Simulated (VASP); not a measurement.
## RbMnF3: single point with LDA+U

The system is RbMnF3.

```
CELL_PARAMETERS angstrom
8.46494 0.00000 0.00000
0.00000 4.23247 0.00000
0.00000 0.00000 4.23247
ATOMIC_POSITIONS crystal
Rb 0.00000 0.00000 0.00000
Rb 0.50000 0.00000 0.00000
Mn 0.25000 0.50000 0.50000
Mn 0.75000 0.50000 0.50000
F 0.25000 0.00000 0.50000
F 0.25000 0.50000 0.00000
F 0.00000 0.50000 0.50000
F 0.75000 0.00000 0.50000
F 0.75000 0.50000 0.00000
F 0.50000 0.50000 0.50000
```

| Item | Value |
| --- | --- |
| Program | VASP 6.6.1 |
| Task | single point |
| Functional | LDA |
| Potentials or basis | VASP PAW LDA potentials, release 64 (Rb_sv, Mn_pv, F) |
| Cutoff | 520 eV |
| k mesh | 2 × 4 × 4, shifted |
| Occupations | fermi-dirac, width 0.1 eV |
| Spin | collinear spin, antiferromagnetic start |
| Starting moments | [0.0, 0.0, 4.0, -4.0, 0.0, 0.0, 0.0, 0.0, 0.0, 0.0] μB |
| Hubbard terms | Mn d U = 6.9 eV, J = 0.9 eV |

```json
{"Pressure": "-3.8 GPa", "Band gap on the k mesh": "4.45 eV", "Net moment": "0.00 μB per cell", "Site moments": "Rb +0.00; Mn +4.69, -4.69; F +0.04, +0.00, -0.04 (each value once) μB", "Valence electrons inside the program's atomic spheres": "Rb 7.30; Mn 11.30; F 6.07"}
```

Levels at points of the mesh, in eV from the valence-band top:
Spin up:
| k point | band 39 | band 40 | band 41 | band 42 | band 43 | band 44 | band 45 | band 46 | band 47 | band 48 |
| --- | --- | --- | --- | --- | --- | --- | --- | --- | --- | --- |
| (0.25, 0.12, 0.12) | -2.41 | -2.14 | -2.08 | -1.86 | -1.25 | 4.45 | 5.91 | 5.99 | 6.11 | 6.12 |
Spin down:
```tsv
k point	band 39	band 40	band 41	band 42	band 43	band 44	band 45	band 46	band 47	band 48
(0.25, 0.12, 0.12)	-2.41	-2.14	-2.08	-1.86	-1.25	4.45	5.91	5.99	6.11	6.12
```

Eigenvalues of the final occupation matrices:
```tsv
site	spin	trace	eigenvalues
site 3 d	1	4.82	0.95 0.95 0.95 0.99 0.99
site 3 d	2	0.16	0.01 0.01 0.01 0.06 0.06
site 4 d	1	0.16	0.01 0.01 0.01 0.06 0.06
site 4 d	2	4.82	0.95 0.95 0.95 0.99 0.99
```

Wall time 2.1 min on 1 thread of Intel Xeon 8259CL, with other jobs on the host, peak memory 0.23 GiB.

Caveat: the cell stands under tension; a shifted mesh leaves out Γ, where band edges can lie. A k mesh can miss the band edges.
